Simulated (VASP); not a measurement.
# SnSe2 (P-3m1) in VASP: notebook

The runs below take SnSe2 through single point, with PBE+D3(BJ).

Everything below comes from runs of VASP 6.6.1. Logs are shortened: lines on timing, memory, paths and dates and some standing lists are left out, and cuts for length are marked.

### 1 The cell of the first run

It takes space group P-3m1 (No. 164, trigonal). The conventional cell has a = 3.824 Å, b = 3.824 Å, c = 5.877 Å, α = 90.00°, β = 90.00°, γ = 120.00°. Sn (site symmetry -3m) has 6 Se at 2.72 Å within 3.6 Å. Se (site symmetry 3m) has 3 Sn at 2.72 Å and 3 Se at 3.48 Å within 3.6 Å.

### 2 Single point, PBE+D3(BJ) (volume scaled by 0.97, then relaxed in part)

File INCAR:

```
SYSTEM = SnSe2
PREC = Accurate
ENCUT = 500
EDIFF = 1E-6
ISMEAR = 0
SIGMA = 0.02
LREAL = .False.
LASPH = .True.
NELM = 120
ALGO = Normal
ISIF = 2
LWAVE = .False.
LCHARG = .True.
GGA = PE
IVDW = 12
LELF = .True.
LVHAR = .True.
NBANDS = 20
GGA_COMPAT = .False.
```

File KPOINTS:

```
Automatic mesh
0
Gamma
  12 12 6
  0 0 0
```

File POSCAR:

```
SnSe2
1.0
    3.8236915537      0.0000000000      0.0000000000
   -1.9118457769      3.3114140217      0.0000000000
    0.0000000000      0.0000000000      5.8768827264
Sn Se
1 2
Direct
    0.0000000000      0.0000000000      0.0000000000
    0.3333333333      0.6666666667      0.2711268213
    0.6666666667      0.3333333333      0.7288731787
```

Potentials or basis: VASP PAW PBE potentials, release 64 (Sn_d, Se).

The run is started by

```console
$ cat potpaw_PBE.64/Sn_d/POTCAR potpaw_PBE.64/Se/POTCAR > POTCAR
$ mpirun -np 1 vasp_std > vasp.out
```

OUTCAR:

```text
SYSTEM = SnSe2
   PREC = Accurate
   ENCUT = 500
   EDIFF = 1E-6
   ISMEAR = 0
   LREAL = .False.
   LASPH = .True.
   NELM = 120
   ISIF = 2
   GGA = PE
   IVDW = 12
 IVDW          = 12

 ion  position               nearest neighbor table
   1  0.000  0.000  0.000-   2 2.72   3 2.72   2 2.72   3 2.72   3 2.72   2 2.72
   2  0.333  0.667  0.271-   1 2.72   1 2.72   1 2.72
   3  0.667  0.333  0.729-   1 2.72   1 2.72   1 2.72

  LATTYP: Found a hexagonal cell.
 ALAT       =     3.8236915537
 C/A-ratio  =     1.5369656898

  Lattice vectors:

 A1 = (   3.8236915537,   0.0000000000,   0.0000000000)
 A2 = (  -1.9118457769,   3.3114140217,   0.0000000000)
 A3 = (   0.0000000000,   0.0000000000,   5.8768827264)

Analysis of symmetry for initial positions (statically):
=====================================================================
 Subroutine PRICEL returns:
 Original cell was already a primitive cell.

 Routine SETGRP: Setting up the symmetry group for a
 hexagonal supercell.

 Subroutine GETGRP returns: Found 12 space group operations
 (whereof 12 operations were pure point group operations)
 out of a pool of 24 trial point group operations.

The static configuration has the point symmetry D_3d.

Analysis of symmetry for dynamics (positions and initial velocities):
=====================================================================
 Subroutine PRICEL returns:
 Original cell was already a primitive cell.

 Routine SETGRP: Setting up the symmetry group for a
 hexagonal supercell.

 Subroutine GETGRP returns: Found 12 space group operations
 (whereof 12 operations were pure point group operations)
 out of a pool of 24 trial point group operations.

The dynamic configuration has the point symmetry D_3d.

 Subroutine INISYM returns: Found 12 space group operations
 (whereof 12 operations are pure point group operations),
 and found     1 'primitive' translations

----------------------------------------------------------------------------------------

                                     Primitive cell

  volume of cell :      74.4121

  direct lattice vectors                    reciprocal lattice vectors
     3.823691554  0.000000000  0.000000000     0.261527371  0.150992898  0.000000000
    -1.911845777  3.311414022  0.000000000     0.000000000  0.301985796  0.000000000
     0.000000000  0.000000000  5.876882726     0.000000000  0.000000000  0.170158236

  length of vectors
[... 83 lines left out ...]
   NELM   =    120;   NELMIN=  2; NELMDL= -5     # of ELM steps
   EDIFF  = 0.1E-05   stopping-criterion for ELM
   LREAL  =      F    real-space projection
   EDIFFG = 0.1E-04   stopping-criterion for IOM
   NSW    =      0    number of steps for IOM
   IBRION =     -1    ionic relax: 0-MD 1-quasi-New 2-CG
   NFREE  =      0    steps in history (QN), initial steepest desc. (CG)
   ISIF   =      2    stress and relaxation
   ISYM   =      2    0-nonsym 1-usesym 2-fastsym
   POTIM  = 0.5000    time-step for ionic-motion
   TEBEG  =    0.0;   TEEND  =   0.0 temperature during run
   PSTRESS=    0.0 pullay stress
   NELECT =      26.0000    total number of electrons
   NUPDOWN=      -1.0000    fix difference up-down
   EMIN   =  10.00;   EMAX   =-10.00  energy-range for DOS
   EFERMI =   0.00;   METHOD = LEGACY
   ISMEAR =     0;   SIGMA  =   0.02  broadening in eV -4-tet -1-fermi 0-gaus
   EFERMI_NEDOS =   21; number of points for ismear=-14 and -15
   IALGO  =     38    algorithm
   IMIX   =      4    mixing-type and parameters
     AMIX     =   0.40;   BMIX     =  1.00
     AMIX_MAG =   1.60;   BMIX_MAG =  1.00
  volume/ion in A,a.u.               =      24.80       167.39
  Fermi-wavevector in a.u.,A,eV,Ry     =   1.153059  2.178965 18.089556  1.329545
  Thomas-Fermi vector in A             =   2.289706
   LORBIT       =      0    0 simple, 1 ext, 2 COOP (PROOUT), +10 PAW based schemes
   GGA     = PE    functional components
   LHFCALC =     F    Hartree Fock is set to
   AEXX    =    0.0000 exact exchange contribution
   IVDW    =    12    specifies the selected vdW correction
   LEPSILON=     F    determine dielectric tensor
   LRPA    =     F    only Hartree local field effects (RPA)
 non-spin polarized calculation
 Gauss-broadening in eV      SIGMA  =   0.02
  energy-cutoff  :      500.00
  volume of cell :       74.41
 maximum number of plane-waves:      1906
   NGX = 13   NGY = 13   NGZ = 21

 number of electron      26.0000000 magnetization

 Free energy of the ion-electron system (eV)
  ---------------------------------------------------
  ext. energy  EPLUGINS =         0.00000000
  ---------------------------------------------------
  free energy    TOTEN  =       -11.76306347 eV

  energy without entropy =      -11.76306347  energy(sigma->0) =      -11.76306347

 E-fermi :   4.9898     XC(G=0):  -9.7298

 val. band max:        4.8986555495   @ k =   0.0833   0.0833   0.0000
 cond. band min:       5.1007832741   @ k =   0.0000   0.4167   0.3333
 fundamental gap:      0.2021277246
 Fermi energy:         4.9897528821

 k-point     1 :       0.0000    0.0000    0.0000
  band No.  band energies     occupation
      1     -16.6467      2.00000
      2     -16.6467      2.00000
      3     -16.6113      2.00000
      4     -16.5994      2.00000
      5     -16.5994      2.00000
      6      -9.3068      2.00000
[... 541 lines left out ...]
     19      12.4579      0.00000
     20      13.3911      0.00000

 [... further k-points ...]

------------------------ aborting loop because EDIFF is reached ----------------------------------------

 Edisp (eV)   -1.12801

 E8    (eV) :    -0.4938

  FORCE on cell =-STRESS in cart. coord.  units (eV):
  Direction    XX          YY          ZZ          XY          YZ          ZX
  --------------------------------------------------------------------------------------
  -------------------------------------------------------------------------------------
  Total       0.51653     0.51653     0.49532    -0.00000     0.00000    -0.00000
  in kB      11.12151    11.12151    10.66477    -0.00000     0.00000    -0.00000
  external pressure =       10.97 kB  Pullay stress =        0.00 kB

 VOLUME and BASIS-vectors are now :
 -----------------------------------------------------------------------------
  energy-cutoff  :      500.00
  volume of cell :       74.41
      direct lattice vectors                 reciprocal lattice vectors
     3.823691554  0.000000000  0.000000000     0.261527371  0.150992898  0.000000000
    -1.911845777  3.311414022  0.000000000     0.000000000  0.301985796  0.000000000
     0.000000000  0.000000000  5.876882726     0.000000000  0.000000000  0.170158236

 POSITION                                       TOTAL-FORCE (eV/Angst)
 -----------------------------------------------------------------------------------
      0.00000      0.00000      0.00000        -0.000000      0.000000      0.000000
     -0.00000      2.20761      1.59338         0.000000      0.000000      0.009920
      1.91185      1.10380      4.28350         0.000000     -0.000000     -0.009920
 -----------------------------------------------------------------------------------
    total drift:                                0.000000     -0.000000      0.000000

  FREE ENERGIE OF THE ION-ELECTRON SYSTEM (eV)
  ---------------------------------------------------
  free  energy   TOTEN  =       -12.8910688968 eV

  energy  without entropy=      -12.8910688968  energy(sigma->0) =      -12.89106890
```

Wall time 58 s (1 thread of AMD EPYC 9R45 (Zen 5), shared host); peak memory 0.26 GiB.

Results:

* Free energy: -12.8911 eV
* Pressure: 1.1 GPa
* Largest force: 0.010 eV/Å
* Band gap on the k mesh: 0.20 eV, indirect (least direct gap 0.75 eV)
* Dispersion energy per atom: -0.376 eV

Forces on the atoms (eV/Å):
```
Sn   0.000  0.000  0.000
Se   0.000  0.000  0.010
Se   0.000  0.000 -0.010
```

Levels at points of the mesh, in eV from the valence-band top:
```csv
k point,band 9,band 10,band 11,band 12,band 13,band 14,band 15,band 16,band 17,band 18
"(0.00, 0.00, 0.00)",-0.86,-0.86,-0.75,-0.75,-0.15,0.60,2.82,4.40,4.40,8.01
"(0.50, 0.00, 0.00)",-4.50,-3.54,-2.88,-1.99,-0.47,1.09,3.35,4.67,4.74,6.87
"(0.00, 0.00, 0.50)",-2.72,-1.07,-1.07,-0.41,-0.41,2.41,2.66,3.93,3.93,7.05
"(0.50, 0.00, 0.50)",-5.31,-2.52,-2.16,-1.32,-1.24,0.56,3.73,4.41,5.64,5.93
```

Caveat: the cell differs from its parent crystal (volume scaled by 0.97, then relaxed in part); spin-orbit coupling is left out, which moves the levels of the heavy elements.

### 3 Single point, PBE+D3(BJ)

This run uses another cell than the first one, of 25.73 Å³/atom, 1.037 times its volume.

File INCAR:

```
ALGO = Normal
EDIFF = 1E-6
ENCUT = 500
GGA = PE
GGA_COMPAT = False
ISIF = 2
ISMEAR = 0
IVDW = 12
LASPH = True
LCHARG = False
LREAL = False
LWAVE = False
NBANDS = 20
NELM = 120
PREC = Accurate
SIGMA = 0.02
```

File KPOINTS:

```
k-points
0
Gamma
  12 12 6
```

File POSCAR:

```
SnSe2
1.0
    3.8110000000      0.0000000000      0.0000000000
   -1.9055000000      3.3004228138      0.0000000000
    0.0000000000      0.0000000000      6.1360000000
Sn Se
1 2
Direct
    0.0000000000      0.0000000000      0.0000000000
    0.3333333333      0.6666666667      0.2490000000
    0.6666666667      0.3333333333      0.7510000000
```

Potentials or basis: VASP PAW PBE potentials, release 64 (Sn_d, Se).

The run is started by

```console
$ cat potpaw_PBE.64/Sn_d/POTCAR potpaw_PBE.64/Se/POTCAR > POTCAR
$ mpirun -np 1 vasp_std > vasp.out
```

Wall time 58 s (1 thread of AMD EPYC 9R45 (Zen 5), shared host); peak memory 0.26 GiB.

It converged, with:

```
Free energy                : -12.8308 eV
Pressure                   : 3.3 GPa
Largest force              : 0.818 eV/Å
Band gap on the k mesh     : 0.72 eV, indirect (least direct gap 1.09 eV)
Dispersion energy per atom : -0.361 eV
```

Forces in eV/Å, atoms in the order of the input:
```
Sn   0.000  0.000  0.000
Se   0.000  0.000  0.818
Se   0.000  0.000 -0.818
```

Stress tensor (GPa, compression positive):
```
2.80 0.00 0.00
0.00 2.80 0.00
0.00 0.00 4.33
```

Levels at points of the mesh, in eV from the valence-band top:
```
           k point  band 10  band 11  band 12  band 13  band 14  band 15  band 16  band 17
(0.00, 0.00, 0.00)    -0.74    -0.43    -0.43    -0.04     1.05     2.90     4.60     4.60
(0.50, 0.00, 0.00)    -2.94    -2.72    -1.23    -0.35     1.11     3.76     5.41     5.45
(0.00, 0.00, 0.50)    -0.83    -0.83    -0.28    -0.28     2.41     2.88     4.33     4.33
(0.50, 0.00, 0.50)    -2.56    -2.03    -0.88    -0.73     0.83     4.22     4.81     5.80
```

Caveat: spin-orbit coupling is left out, which moves the levels of the heavy elements.

### 4 Single point, PBE+D3(BJ)

This run uses another cell than the first one, of 25.73 Å³/atom, 1.037 times its volume.

File INCAR:

```
SYSTEM = SnSe2
ALGO = Normal ; EDIFF = 1E-6
ENCUT = 500 ; GGA = PE
GGA_COMPAT = .FALSE. ; ISIF = 2
ISMEAR = 0 ; IVDW = 12
LASPH = .TRUE. ; LCHARG = .TRUE.
LELF = .TRUE. ; LREAL = .FALSE.
LVHAR = .TRUE. ; LWAVE = .FALSE.
NBANDS = 20 ; NELM = 120
PREC = Accurate ; SIGMA = 0.02
```

File KPOINTS:

```
k-points
0
G
  12 12 6
  0 0 0
```

File POSCAR:

```
SnSe2
1.0
    3.8110000000      0.0000000000      0.0000000000
   -1.9055000000      3.3004228138      0.0000000000
    0.0000000000      0.0000000000      6.1360000000
Sn Se
1 2
Direct
    0.0000000000      0.0000000000      0.0000000000
    0.3333333333      0.6666666667      0.2615727284
    0.6666666667      0.3333333333      0.7384272716
```

The run is started by

```console
$ cat potpaw_PBE.64/Sn_d/POTCAR potpaw_PBE.64/Se/POTCAR > POTCAR
$ mpirun -np 1 vasp_std > vasp.out
```

Run time: 58 s. Hardware: 1 thread of AMD EPYC 9R45 (Zen 5), shared host; peak memory 0.26 GiB.

Results (log left out):

* Free energy: -12.8940 eV
* Pressure: 0.4 GPa
* Largest force: 0.017 eV/Å
* Band gap on the k mesh: 0.49 eV, indirect (least direct gap 1.08 eV)
* Dispersion energy per atom: -0.361 eV

Forces in eV/Å, atoms in the order of the input:
```
Sn   0.000  0.000  0.000
Se   0.000  0.000  0.017
Se   0.000  0.000 -0.017
```

Stress tensor (GPa, compression positive):
```
 0.74  0.00  0.00
 0.00  0.74  0.00
 0.00  0.00 -0.27
```

Levels at points of the mesh, in eV from the valence-band top:
| k point | band 11 | band 12 | band 13 | band 14 | band 15 | band 16 |
| --- | --- | --- | --- | --- | --- | --- |
| (0.00, 0.00, 0.00) | -0.36 | -0.36 | -0.18 | 0.91 | 3.10 | 4.63 |
| (0.50, 0.00, 0.00) | -2.50 | -1.54 | -0.30 | 1.16 | 3.63 | 5.07 |
| (0.00, 0.00, 0.50) | -0.70 | -0.14 | -0.14 | 2.53 | 2.97 | 4.32 |
| (0.50, 0.00, 0.50) | -2.06 | -0.98 | -0.81 | 0.62 | 3.95 | 4.59 |

Caveat: spin-orbit coupling is left out, which moves the levels of the heavy elements.

(Continued in part 2 of 2.)
